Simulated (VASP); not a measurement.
Input of a VASP 6.6.1 run:

File INCAR:

```
PREC = Accurate
ENCUT = 600
EDIFF = 1E-7
ISMEAR = -1
SIGMA = 0.05
LREAL = F
LASPH = T
NELM = 80
ALGO = Normal
ISIF = 3
LWAVE = F
LCHARG = F
GGA = CA
IBRION = 2
NSW = 80
EDIFFG = -0.01
PSTRESS = 300.0
```

The input KPOINTS:

```
regular mesh
0
Gamma
  11 11 11
```

POSCAR

```
Sn
1.0
   -1.7265390000      1.7755470000      2.3383420000
    1.7265390000     -1.7755470000      2.3383420000
    1.7265390000      1.7755470000     -2.3383420000
Sn
1
Direct
    0.0000000000      0.0000000000      0.0000000000
```

Potentials or basis: VASP PAW LDA potentials, release 64 (Sn_d).

Command:

```bash
$ cat potpaw_LDA.64/Sn_d/POTCAR > POTCAR
$ mpirun -np 1 vasp_std > vasp.out
```

Q: Estimate the band gap on the k mesh.

A: Zero (bands 7 and 8 overlap by 13.06 eV).

Q: Estimate the space group after relaxing (to 0.1 Å).

A: Fm-3m (No. 225).

Step by step:
| step | energy change (eV) | largest force (eV/Å) | pressure (GPa) | volume (Å³) |
| --- | --- | --- | --- | --- |
| 1 | 0.0000 | 0.0000 | -4.80 | 28.67 |
| 2 | 11.4035 | 0.0000 | 578.77 | 9.81 |
| 3 | -0.0355 | 0.0000 | 2.92 | 24.82 |
| 4 | 0.0495 | 0.0000 | 10.54 | 22.68 |
| 5 | 0.5064 | 0.0000 | 35.00 | 19.21 |
| 6 | 0.3890 | 0.0000 | 29.32 | 19.80 |
| 7 | 0.4181 | 0.0000 | 30.75 | 19.64 |
| 8 | 0.4195 | 0.0000 | 30.90 | 19.61 |
| 9 | 0.4176 | 0.0000 | 30.80 | 19.62 |
| 10 | 0.3739 | 0.0000 | 28.66 | 19.85 |
| 11 | 0.3910 | 0.0000 | 29.52 | 19.76 |
| 12 | 0.3885 | 0.0000 | 29.39 | 19.77 |
| 13 | 0.3844 | 0.0000 | 29.16 | 19.78 |
| 14 | 0.3841 | 0.0000 | 29.46 | 19.79 |
| 15 | 0.3834 | 0.0000 | 29.18 | 19.79 |
| 16 | 0.3830 | 0.0000 | 29.09 | 19.79 |
| 17 | 0.3834 | 0.0000 | 29.12 | 19.79 |
| 18 | 0.4203 | 0.0000 | 30.97 | 19.59 |
| 19 | 0.4036 | 0.0000 | 30.14 | 19.68 |
| 20 | 0.4013 | 0.0000 | 30.03 | 19.69 |

Caveat: the cell is relaxed towards a set pressure, so the run minimises the enthalpy, not the energy; the volume moved by over 15 % at a fixed basis, so the end points are rough; spin-orbit coupling is left out, which moves the levels of the heavy elements.
